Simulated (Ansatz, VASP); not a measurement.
# GaAs: VASP beside Ansatz

The input INCAR:

```
  PREC = Accurate
  ENCUT = 520
  EDIFF = 1E-7
  ISMEAR = 0
  SIGMA = 0.1
  LREAL = F
  LASPH = T
  NELM = 60
  ALGO = Normal
  ISIF = 2
  LWAVE = F
  LCHARG = T
  GGA = PE
  LELF = T
  LVHAR = T
  NBANDS = 46
```

Contents of KPOINTS:

```
Automatic mesh
0
Gamma
  6 4 4
```

The input POSCAR:

```
GaAs
1.0
    0.0000000000      0.0000000000      3.8339728650
    6.3591416474      0.0000000000      0.0000000000
    0.0000000000      6.3591416474      0.0000000000
Ga As
4 4
Direct
    0.5000000000      0.2500000000      0.2500000000
    0.5000000000      0.2500000000      0.7500000000
    0.5000000000      0.7500000000      0.2500000000
    0.5000000000      0.7500000000      0.7500000000
    0.0000000000      0.0000000000      0.5000000000
    0.0000000000      0.0000000000      0.0000000000
    0.0000000000      0.5000000000      0.5000000000
    0.0000000000      0.5000000000      0.0000000000
```

Input for Ansatz:

```yaml
crystal:
  lattice:
    - [0.0, 0.0, 3.833972865]
    - [6.3591416474, 0.0, 0.0]
    - [0.0, 6.3591416474, 0.0]
  atoms:
    - { symbol: Ga, position: [0.5, 0.25, 0.25] }
    - { symbol: Ga, position: [0.5, 0.25, 0.75] }
    - { symbol: Ga, position: [0.5, 0.75, 0.25] }
    - { symbol: Ga, position: [0.5, 0.75, 0.75] }
    - { symbol: As, position: [0.0, 0.0, 0.5] }
    - { symbol: As, position: [0.0, 0.0, 0.0] }
    - { symbol: As, position: [0.0, 0.5, 0.5] }
    - { symbol: As, position: [0.0, 0.5, 0.0] }
basis:
  ecutwfc: 420
kpoints:
  mp_grid: { grid: [6, 4, 4] }
hamiltonian:
  xc: pbe
scf:
  occupations: { method: gaussian, width: 0.1 }
output:
  forces: true
  stress: true
  eigenvalues: true
```

Alike in both runs: task single point; functional PBE; k mesh 6 × 4 × 4; occupations gaussian, width 0.1 eV; no spin polarisation.

|  | VASP | Ansatz |
| --- | --- | --- |
| version | VASP 6.6.1 | Ansatz 0.2.0 |
| potentials or method | VASP PAW PBE potentials, release 64 (Ga_d, As), cutoff 520 eV | scalar-relativistic, plane waves, PAW |
| valence electrons in the cell | 72 | 112 |

```csv
,VASP,Ansatz,Ansatz less VASP
gap on the k mesh at the Fermi level (eV),none,none,-
pressure (GPa),0.0,-0.1,-0.11
"traceless stress, the component that is largest in VASP (GPa)",-0.33,-0.33,-0.003
```

A gap of «none» marks a metal or a gap that the smearing closes. VASP's potentials hold 72 valence electrons a cell and Ansatz's 112, so a difference there can come from the potentials and not from the codes.
